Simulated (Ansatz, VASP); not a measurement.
Two plane-wave programs on Ta

INCAR

```
  ALGO = Normal
  EDIFF = 1E-6
  ENCUT = 520
  GGA = PS
  ISIF = 2
  ISMEAR = 1
  LASPH = T
  LCHARG = F
  LREAL = F
  LWAVE = F
  NBANDS = 18
  NELM = 100
  PREC = Accurate
  SIGMA = 0.15
```

File KPOINTS:

```
k-points
0
Gamma
  14 14 7
```

File POSCAR:

```
Ta
1.0
    2.7553534665      0.0000000000      0.0000000000
   -1.3776767380      2.3862061050      0.0000000000
    0.0000000000      0.0000000000      5.7244033241
Ta
2
Direct
    0.6666666667      0.3333333333      0.7500000000
    0.3333333333      0.6666666667      0.2500000000
```

Input for Ansatz:

```yaml
crystal:
  lattice:
    - [2.7553534665, 0.0, 0.0]
    - [-1.377676738, 2.386206105, 0.0]
    - [0.0, 0.0, 5.724403324099723]
  atoms:
    - { symbol: Ta, position: [0.6666666666666666, 0.3333333333333333, 0.75] }
    - { symbol: Ta, position: [0.3333333333333333, 0.6666666666666666, 0.25] }
basis:
  ecutwfc: 450.0
kpoints:
  mp_grid:
    grid: [14, 14, 7]
hamiltonian:
  xc: pbesol
scf:
  occupations:
    method: cold
    width: 0.15
output:
  stress: true
```

Alike in both runs: task single point; functional PBEsol; k mesh 14 × 14 × 7; no spin polarisation.

```csv
,VASP,Ansatz
version,VASP 6.6.1,Ansatz 0.2.0
potentials or method,"VASP PAW PBE potentials, release 64 (Ta_pv), cutoff 520 eV","plane waves, PAW"
occupations,"methfessel-paxton of order 1, width 0.15 eV","cold, width 0.15 eV"
valence electrons in the cell,22,26
```

```csv
,VASP,Ansatz,Ansatz less VASP
pressure (GPa),-1.5,-1.7,-0.20
"traceless stress, the component that is largest in VASP (GPa)",-21.84,-21.69,+0.148
```

VASP's potentials were made for PBE, not for PBEsol. VASP's potentials hold 22 valence electrons a cell and Ansatz's 26, so a difference there can come from the potentials and not from the codes.

Spin-orbit coupling is off throughout.
